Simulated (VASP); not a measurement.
Runs of VASP 6.6.1 on CdF2. The structure is that of space group Fm-3m (No. 225), or close to it. The cells are those of the table. 

```csv
task,level,cell,k mesh,cutoff (eV),grid for exact exchange (PRECFOCK),screening parameter,k mesh for the DOS,occupations for the DOS,gap on the mesh (eV),pressure (GPa)
single point,PBE,"a = 3.876 Å, angles 60.0°, 3 atoms",8 × 8 × 8,520,-,-,-,-,2.89,0.5
single point,r2SCAN,"a = 3.876 Å, angles 60.0°, 3 atoms",8 × 8 × 8,520,-,-,-,-,3.56,(b)
relaxation of cell and atoms,PBE,"relaxed from a = 3.874 Å, angles 60.0°, 3 atoms",8 × 8 × 8,600,-,-,-,-,(a),0.0
single point,HSE06,"a = 3.876 Å, angles 60.0°, 3 atoms",6 × 6 × 6,520,Normal,0.2079 1/Å,-,-,4.98,-2.7
```

Alike in all rows: potentials or basis VASP PAW PBE potentials, release 64 (Cd, F); no spin polarisation; smearing gaussian 0.02 eV.

Q: Fill in the values left out.

A: (a) 2.87; (b) -4.4.

Caveats: the PAW data sets were made with another functional, which shifts forces and pressure a little (some runs).

A k mesh can miss the band edges, and the runs leave out spin-orbit coupling on Cd.
